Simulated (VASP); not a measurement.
Set up this calculation in VASP 6.6.1, as the native input.

```
Task                   : single point
Functional             : LDA
Potentials or basis    : VASP PAW LDA potentials, release 64 (Zn)
Cutoff                 : 520 eV
k mesh                 : 6 × 6 × 6
Occupations            : fermi-dirac, width 0.05 eV
Spin                   : no spin polarisation
Dipole correction      : no
Further INCAR settings : ALGO = Normal; EDIFF = 1e-07; NBANDS = 12
```

The structure of Zn lies in POSCAR:

```
Zn
1.0
    0.0000000000      2.8338000000      2.8338000000
    2.8338000000      0.0000000000      2.8338000000
    2.8338000000      2.8338000000      0.0000000000
Zn
1
Direct
    0.0000000000      0.0000000000      0.0000000000
```

The input as run:

INCAR

```
SYSTEM = Zn
PREC = Accurate
ENCUT = 520
EDIFF = 1E-7
ISMEAR = -1
SIGMA = 0.05
LREAL = .FALSE.
LASPH = .TRUE.
NELM = 60
ALGO = Normal
ISIF = 2
LWAVE = .FALSE.
LCHARG = .FALSE.
NBANDS = 12
```

KPOINTS

```
regular mesh
0
G
  6 6 6
  0 0 0
```

Potentials or basis: VASP PAW LDA potentials, release 64 (Zn).

Launch:

```bash
$ cat potpaw_LDA.64/Zn/POTCAR > POTCAR
$ mpirun -np 1 vasp_std > vasp.out
```

It gave:

```
Pressure               : -2.5 GPa
Band gap on the k mesh : 1.26 eV, indirect (least direct gap 2.06 eV)
```

It took 5.6 s on 1 thread of Intel(R) Xeon(R) 6975P-C (Granite Rapids), with other jobs on the host, peak memory 0.14 GiB.
